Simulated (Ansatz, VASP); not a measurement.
# RbCl: VASP beside Ansatz

INCAR

```
SYSTEM = RbCl
ALGO = Normal ; EDIFF = 1E-6
ENCUT = 500 ; GGA = PE
GGA_COMPAT = .False. ; ISIF = 2
ISMEAR = 0 ; LASPH = .True.
LCHARG = .False. ; LREAL = .False.
LWAVE = .False. ; NBANDS = 15
NELM = 120 ; PREC = Accurate
SIGMA = 0.05
```

Contents of KPOINTS:

```
k-points
0
Gamma
  6 6 6
  0 0 0
```

The input POSCAR:

```
RbCl
1.0
    0.0245550000      3.2740000000      3.2740000000
    3.2740000000      0.0245550000      3.2740000000
    3.2985550000      3.2985550000      0.0000000000
Rb Cl
1 1
Direct
    0.0000000000      0.0000000000      0.0000000000
    0.5000000000      0.5000000000      0.5000000000
```

Input for Ansatz:

```yaml
crystal:
  lattice:
    - [0.024555, 3.274, 3.274]
    - [3.274, 0.024555, 3.274]
    - [3.298555, 3.298555, 0.0]
  atoms:
    - { symbol: Rb, position: [0.0, 0.0, 0.0] }
    - { symbol: Cl, position: [0.5, 0.5, 0.5] }
basis:
  ecutwfc: 420
kpoints:
  mp_grid: { grid: [6, 6, 6] }
hamiltonian:
  xc: pbe
scf:
  occupations: { method: gaussian, width: 0.05 }
output:
  forces: true
  stress: true
  eigenvalues: true
```

Change from the starting cell: strain +0.0150 x Voigt [0, 0, 0, 0, 0, 1], atoms carried along.

Alike in both runs: task single point; functional PBE; k mesh 6 × 6 × 6; occupations gaussian, width 0.05 eV; no spin polarisation.

```csv
,VASP,Ansatz
version,VASP 6.6.1,Ansatz 0.2.0
potentials or method,"VASP PAW PBE potentials, release 64 (Rb_sv, Cl), cutoff 500 eV","scalar-relativistic, plane waves, PAW"
valence electrons in the cell,16,16
```

|  | VASP | Ansatz | Ansatz less VASP |
| --- | --- | --- | --- |
| gap on the k mesh at the Fermi level (eV) | 5.04 | 5.04 | +0.003 |
| least direct gap on the mesh (eV) | 5.04 | 5.04 | +0.003 |
| pressure (GPa) | 1.1 | 1.1 | 0.00 |
| traceless stress, the component that is largest in VASP (GPa) | -0.07 | -0.07 | 0.000 |

With one functional, cell and mesh, what is left measures potentials, basis and numerics.
